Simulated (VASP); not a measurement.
Input of a VASP 6.6.1 run:

Contents of INCAR:

```
PREC = Accurate
ENCUT = 520
EDIFF = 1E-7
ISMEAR = 1
SIGMA = 0.1
LREAL = False
LASPH = True
NELM = 150
ALGO = Normal
ISIF = 2
LWAVE = False
LCHARG = False
LMAXMIX = 4
LDAU = True
LDAUTYPE = 2
LDAUL = 2 -1
LDAUU = 3.5 0
LDAUJ = 0 0
LDAUPRINT = 1
GGA = PE
NBANDS = 14
```

KPOINTS

```
regular mesh
0
Gamma
  7 7 7
```

File POSCAR:

```
HfC
1.0
    0.0000000000      2.3250000000      2.3250000000
    2.3250000000      0.0000000000      2.3250000000
    2.3250000000      2.3250000000      0.0000000000
Hf C
1 1
Direct
    0.4887240000      0.5083250000      0.4884190000
   -0.0098520000      0.0191000000     -0.0063350000
```

Potentials or basis: VASP PAW PBE potentials, release 64 (Hf_pv, C).

The run is started by

```sh
$ cat potpaw_PBE.64/Hf_pv/POTCAR potpaw_PBE.64/C/POTCAR > POTCAR
$ mpirun -np 1 vasp_std > vasp.out
```

Problem. Predict the largest force.

Solution. 0.533 eV/Å.

Problem. Estimate the pressure.

Solution. 12.4 GPa.

Problem. What does it give for the band gap on the k mesh?

Solution. Zero (band 7 reaches 7.21 eV, above the bottom of band 8 at 6.08 eV).

Eigenvalues of the final occupation matrices:
| site | spin | trace | eigenvalues |
| --- | --- | --- | --- |
| site 1 d | 1 | 0.78 | 0.11 0.11 0.11 0.23 0.23 |
| site 1 d | 2 | 0.78 | 0.11 0.11 0.11 0.23 0.23 |

Caveat: spin-orbit coupling is left out, which moves the levels of the heavy elements; U without spin polarisation on a metal has little footing; the U is typed as a test and isn't derived for this compound.
